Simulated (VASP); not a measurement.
Wanted: the native input for a VASP 6.6.1 run.

```
Task                   : single point
Functional             : PBE
Potentials or basis    : VASP PAW PBE potentials, release 64 (Pt, H)
Cutoff                 : 520 eV
k mesh                 : 5 × 5 × 1
Occupations            : gaussian, width 0.1 eV
Spin                   : no spin polarisation
Dipole correction      : yes
Further INCAR settings : ALGO = Normal; EDIFF = 1e-06; NBANDS = 74
```

The structure of HPt6 lies in POSCAR:

```
HPt6
1.0
    5.6143281343      0.0000000000      0.0000000000
    0.0000000000      5.6143281343      0.0000000000
    0.0000000000      0.0000000000     21.8513792319
Pt H
12 2
Direct
    0.2500000000      0.2500000000      0.1830548066
    0.2500000000      0.7500000000      0.1830548066
    0.7500000000      0.2500000000      0.1830548066
    0.7500000000      0.7500000000      0.1830548066
    0.0000000000      0.0000000000      0.2712126041
    0.0000000000      0.5000000000      0.2712126041
    0.5000000000      0.0000000000      0.2712126041
    0.5000000000      0.5000000000      0.2712126041
    0.2500000000      0.2500000000      0.3593081768
    0.2500000000      0.7500000000      0.3593081768
    0.7500000000      0.2500000000      0.3593081768
    0.7500000000      0.7500000000      0.3593081768
   -0.1331414877      0.0000000000      0.4531237652
    0.1331414877      0.0000000000      0.4531237652
```

The input as run:

INCAR

```
  ALGO = Normal
  DIPOL = 0.5 0.5 0.297
  EDIFF = 1E-6
  ENCUT = 520
  GGA = PE
  IDIPOL = 3
  ISIF = 2
  ISMEAR = 0
  LASPH = True
  LCHARG = False
  LDIPOL = True
  LREAL = False
  LWAVE = False
  NBANDS = 74
  NELM = 80
  PREC = Accurate
  SIGMA = 0.1
```

KPOINTS

```
k-points
0
Gamma
  5 5 1
```

Potentials or basis: VASP PAW PBE potentials, release 64 (Pt, H).

The run is started by

```console
$ cat potpaw_PBE.64/Pt/POTCAR potpaw_PBE.64/H/POTCAR > POTCAR
$ mpirun -np 1 vasp_std > vasp.out
```

It gave:

- Largest force: 1.957 eV/Å
- Band gap on the k mesh: zero (bands 61 and 62 overlap by 0.34 eV)

Caveat: spin-orbit coupling is left out, which moves the levels of the heavy elements.

It took 13 min on 1 thread of Intel(R) Xeon(R) 6975P-C (Granite Rapids), on a shared host, peak memory 0.79 GiB.
